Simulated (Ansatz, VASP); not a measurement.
KBr: VASP beside Ansatz

```
K Br
1.0
     4.00265    0.00000    0.00000
     0.00000    4.00265    0.00000
     0.00000    0.00000    4.00265
K Br
1 1
Direct
  0.00000 0.00000 0.00000
  0.50000 0.50000 0.50000
```

Alike in both runs: task single point; functional PBE; k mesh 6 × 6 × 6; no spin polarisation.

```csv
,VASP,Ansatz
version,VASP 6.6.1,Ansatz 0.2.0
potentials or method,"VASP PAW PBE potentials, release 64 (K_sv, Br)","plane waves, PAW"
plane-wave cutoff (eV),520,420
occupations,"gaussian, width 0.01 eV",fixed
valence electrons in the cell,16,16
```

```csv
,VASP,Ansatz,Ansatz less VASP
gap on the k mesh at the Fermi level (eV),3.96,3.96,+0.001
pressure (GPa),0.5,0.5,-0.05
```
